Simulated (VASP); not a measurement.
A run of VASP 6.6.1 is set up as follows.

The input INCAR:

```
  ALGO = Fast
  EDIFF = 1E-6
  ENCUT = 520
  GGA = PE
  ISIF = 2
  ISMEAR = 0
  LASPH = True
  LCHARG = True
  LELF = True
  LREAL = False
  LVHAR = True
  LWAVE = False
  NBANDS = 34
  NELM = 100
  PREC = Accurate
  SIGMA = 0.1
```

Contents of KPOINTS:

```
k-points
0
Gamma
  6 6 2
```

The input POSCAR:

```
CdBiO4
1.0
    3.0058812500      0.0000000000      0.0000000000
    0.0000000000      3.0058812500      0.0000000000
    0.0000000000      0.0000000000     10.5127610000
Cd Bi O
1 1 4
Direct
    0.0000000000      0.0000000000      0.0000000000
    0.5000000000      0.5000000000      0.5000000000
    0.5000000000      0.5000000000      0.1703388400
    0.0000000000      0.0000000000      0.6526067300
    0.0000000000      0.0000000000      0.3473932700
    0.5000000000      0.5000000000      0.8296611600
```

Potentials or basis: VASP PAW PBE potentials, release 64 (Cd, Bi_d, O).

Launch:

```bash
$ cat potpaw_PBE.64/Cd/POTCAR potpaw_PBE.64/Bi_d/POTCAR potpaw_PBE.64/O/POTCAR > POTCAR
$ mpirun -np 1 vasp_std > vasp.out
```

What does it give for the band gap on the k mesh?

Zero (an odd number of electrons rules out a gap without spin polarisation).

Estimate the largest force.

2.633 eV/Å.

Forces in eV/Å, atoms in the order of the input:
```
Cd   0.000  0.000  0.000
Bi   0.000  0.000  0.000
O    0.000  0.000 -1.792
O    0.000  0.000 -2.633
O    0.000  0.000  2.633
O    0.000  0.000  1.792
```

Caveat: spin-orbit coupling is left out, which moves the levels of the heavy elements; an odd number of electrons without spin polarisation forces a metal; a magnetic or distorted state may lie lower.
